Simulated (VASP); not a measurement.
A run of VASP 6.6.1 is set up as follows.

INCAR

```
ALGO = Normal ; EDIFF = 1E-6
ENCUT = 520 ; GGA = PE
ISIF = 2 ; ISMEAR = 0
LASPH = True ; LCHARG = False
LREAL = False ; LWAVE = False
NBANDS = 11 ; NELM = 80
PREC = Accurate ; SIGMA = 0.1
```

KPOINTS

```
k-points
0
Gamma
  8 8 6
```

POSCAR

```
Hf
1.0
    2.2950110800      0.0000000000      0.0000000000
    0.0000000000      2.2950110800      0.0000000000
    0.0000000000      0.0000000000      2.9390226300
Hf
1
Direct
    0.5000000000      0.5000000000      0.5000000000
```

Potentials or basis: VASP PAW PBE potentials, release 64 (Hf_pv).

The run is started by

```bash
$ cat potpaw_PBE.64/Hf_pv/POTCAR > POTCAR
$ mpirun -np 1 vasp_std > vasp.out
```

**Question.** Estimate the pressure.

**Answer.** 105.4 GPa.

**Question.** What does it give for the band gap on the k mesh?

**Answer.** Zero (band 5 reaches 9.21 eV, above the bottom of band 6 at 3.94 eV).

Stress tensor (GPa, compression positive):
```
150.24   0.00   0.00
  0.00 150.24   0.00
  0.00   0.00  15.66
```

Caveat: spin-orbit coupling is left out, which moves the levels of the heavy elements.
